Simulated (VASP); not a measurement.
A run of VASP 6.6.1:

The input INCAR:

```
ALGO = Fast
EDIFF = 1E-7
ENCUT = 520
GGA = PE
ISIF = 2
ISMEAR = 0
ISYM = 0
LASPH = T
LCHARG = T
LELF = T
LREAL = F
LVHAR = T
LWAVE = F
NBANDS = 74
NELM = 100
PREC = Accurate
SIGMA = 0.1
```

Contents of KPOINTS:

```
Automatic mesh
0
Gamma
  3 3 2
  0 0 0.5
```

Contents of POSCAR:

```
Cu3Ag2Ir6Rh
1.0
   -3.7934078896     -3.8588667829      0.0134731043
    0.0006345947      3.8447590839      3.9148907441
   -3.8050534578      3.8839854553     -3.9547517102
Cu Rh Ag Ir
3 1 2 6
Direct
    0.3187764696      0.1507278104      0.6720278637
    0.6782890127      0.3392808376      0.3252067266
    0.3251969002      0.6655441039      0.6746605873
    0.1794433543      0.8497814466      0.3241571033
    0.1864675443      0.3528224145      0.3538491579
    0.8160836657      0.6477038051      0.6530839182
    0.5024046757      1.0043547572     -0.0026670442
   -0.0020331912      1.0083738173      1.0013681880
    0.8088491035      0.1431945803      0.6652558410
    0.4941764380      0.4923500045      0.0052006488
    0.0006496194      0.4985119161      0.9936918434
    0.6802412579      0.8581810689      0.3226534855
```

Potentials or basis: VASP PAW PBE potentials, release 64 (Cu, Rh_pv, Ag, Ir).

The run is started by

```sh
$ cat potpaw_PBE.64/Cu/POTCAR potpaw_PBE.64/Rh_pv/POTCAR potpaw_PBE.64/Ag/POTCAR potpaw_PBE.64/Ir/POTCAR > POTCAR
$ mpirun -np 1 vasp_std > vasp.out
```

Hardware: 1 thread of Intel Xeon 8259CL (shared host).

Question: Estimate the wall time of this run.

Answer: It took 7.4 min on 1 thread of Intel Xeon 8259CL, with other jobs on the host, peak memory 0.34 GiB. Counts: scf iterations 25, k points 9.
